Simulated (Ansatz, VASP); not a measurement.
## Two plane-wave programs on Ga

```
Ga
1.0
     3.93883    0.00000    0.00000
     0.00000    3.93883    0.00000
     0.00000    0.00000    3.93883
Ga
3
Direct
  0.00000 0.50000 0.50000
  0.50000 0.00000 0.50000
  0.50000 0.50000 0.00000
```

Alike in both runs: functional PBE; k mesh 12 × 12 × 12; occupations gaussian, width 0.1 eV; no spin polarisation.

Ansatz relaxed the structure, and its values are those at the end. VASP's run is a single point on that final structure, the one shown.

|  | VASP | Ansatz |
| --- | --- | --- |
| version | VASP 6.6.1 | Ansatz 0.2.0 |
| potentials or method | VASP PAW PBE potentials, release 64 (Ga_d), cutoff 520 eV | scalar-relativistic, plane waves, PAW |
| valence electrons in the cell | 39 | 39 |

VASP gave:

* gap on the k mesh at the Fermi level (eV): none
* pressure (GPa): 0.1

**Question.** Which values does Ansatz return?

**Answer.** gap on the k mesh at the Fermi level (eV): none; pressure (GPa): 0.0.

A gap of «none» marks a metal or a gap that the smearing closes.
